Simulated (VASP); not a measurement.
## BiOs: single point with PBE

Crystal: BiOs.

```
CELL_PARAMETERS angstrom
0.00000 2.77117 2.77117
2.77117 0.00000 2.77117
2.77117 2.77117 0.00000
ATOMIC_POSITIONS crystal
Os 0.50000 0.50000 0.50000
Bi 0.00000 0.00000 0.00000
```

```
Program             : VASP 6.6.1
Task                : single point
Functional          : PBE
Potentials or basis : VASP PAW PBE potentials, release 64 (Os, Bi_d)
Cutoff              : 520 eV
k mesh              : 10 × 10 × 10
Occupations         : gaussian, width 0.05 eV
Spin                : no spin polarisation
```

```json
{
  "Pressure": "3.7 GPa",
  "Band gap on the k mesh": "zero (an odd number of electrons rules out a gap without spin polarisation)"
}
```

Levels at points of the mesh, in eV from the Fermi level:
```csv
k point,band 9,band 10,band 11,band 12,band 13,band 14
"(0.00, 0.00, 0.00)",-1.49,-1.06,-1.06,2.00,2.00,2.00
"(0.50, 0.00, 0.00)",-3.56,-0.58,-0.58,-0.25,4.34,6.69
"(0.50, 0.50, 0.00)",-0.95,-0.95,-0.56,-0.07,-0.07,0.28
```

Run time: 20 s on 1 thread of Intel(R) Xeon(R) 6975P-C (Granite Rapids) (shared host), peak memory 0.19 GiB.

Caveat: the cell stands under pressure; spin-orbit coupling is left out, which moves the levels of the heavy elements.
